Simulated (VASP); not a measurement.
Here is a VASP 6.6.1 calculation.

Contents of INCAR:

```
SYSTEM = Hf3B6F
PREC = Accurate ; ENCUT = 520
EDIFF = 1E-7 ; ISMEAR = 0
SIGMA = 0.1 ; LREAL = .False.
LASPH = .True. ; NELM = 80
ALGO = Normal ; ISIF = 2
LWAVE = .False. ; LCHARG = .False.
LDIPOL = .True. ; IDIPOL = 3
DIPOL = 0.5 0.5 0.480 ; GGA = PS
NBANDS = 38
```

File KPOINTS:

```
regular mesh
0
Gamma
  9 8 1
  0 0 0
```

Contents of POSCAR:

```
Hf3B6F
1.0
    3.1274219977      0.0000000000      0.0000000000
    0.0000000000      3.4471418842      0.0000000000
    0.0000000000      0.0000000000     26.2224717289
B Hf F
6 3 1
Direct
    0.0000000000      0.5000000000      0.3241494580
    0.0000000000      0.5000000000      0.3930071139
    0.5000000000      0.5000000000      0.4274359417
    0.5000000000      0.4989630513      0.4966749569
    0.0000000000      0.4965228567      0.5311650791
    0.0000000000      0.4469698664      0.5964903890
    0.5000000000      0.0000000000      0.3585782860
    0.0000000000     -0.0042459126      0.4631856874
    0.5000000000     -0.0284567913      0.5692189818
    0.5000000000      0.6787353501      0.6399554770
```

Potentials or basis: VASP PAW PBE potentials, release 64 (B, Hf_pv, F).

Run with:

```console
$ cat potpaw_PBE.64/B/POTCAR potpaw_PBE.64/Hf_pv/POTCAR potpaw_PBE.64/F/POTCAR > POTCAR
$ mpirun -np 1 vasp_std > vasp.out
```

Task: Predict the band gap on the k mesh.

Result: Zero (an odd number of electrons rules out a gap without spin polarisation).

Task: What does it give for the largest force?

Result: 1.711 eV/Å.

Forces on the atoms (eV/Å):
```
B    0.000 -0.072  1.560
B    0.000  0.038 -0.095
B    0.000 -0.053  0.248
B    0.000 -0.003  0.010
B    0.000  0.000 -0.009
B    0.000  0.008  0.030
Hf   0.000  0.084 -1.708
Hf   0.000  0.002 -0.002
Hf   0.000 -0.032  0.061
F    0.000  0.030 -0.095
```

Caveat: the PAW data sets were made with another functional, which shifts forces and pressure a little; spin-orbit coupling is left out, which moves the levels of the heavy elements; an odd number of electrons without spin polarisation forces a metal; a magnetic or distorted state may lie lower.
